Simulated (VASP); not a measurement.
Ta4In, 5 atoms in the cell. Symmetry: I4/m, No. 87, tetragonal system. Conventional cell: a = 7.387 Å, b = 7.387 Å, c = 3.500 Å, α = 90.00°, β = 90.00°, γ = 90.00°. Ta (site symmetry m) has 11 Ta at 2.83 to 3.50 Å and 3 In at 2.97 to 3.29 Å within 3.7 Å. Within 3.9 Å of In (site symmetry 4/m) lie 12 Ta at 2.97 to 3.29 Å and 2 In at 3.50 Å. 

```yaml
Program: VASP 6.6.1
Task: single point
Functional: PBE
Potentials_or_basis: VASP PAW PBE potentials, release 64 (Ta_pv, In_d)
Cutoff: 520 eV
k_mesh: 10 × 10 × 10
Occupations: gaussian, width 0.1 eV
Spin: no spin polarisation
Dipole_correction: no
Further_INCAR_settings: ALGO = Fast; EDIFF = 1e-06; NBANDS = 36
```

Potentials or basis: VASP PAW PBE potentials, release 64 (Ta_pv, In_d).

Run with:

```console
$ cat potpaw_PBE.64/Ta_pv/POTCAR potpaw_PBE.64/In_d/POTCAR > POTCAR
$ mpirun -np 1 vasp_std > vasp.out
```

Hardware: 1 thread of Intel(R) Xeon(R) Platinum 8259CL CPU @ 2.50GHz (Skylake/Cascade Lake) (shared host).

**Question.** Estimate the wall time of this run.

**Answer.** It took 16 min on 1 thread of Intel(R) Xeon(R) Platinum 8259CL CPU @ 2.50GHz (Skylake/Cascade Lake), with other jobs on the host, peak memory 0.56 GiB. Counts: scf iterations 16, k points 144.
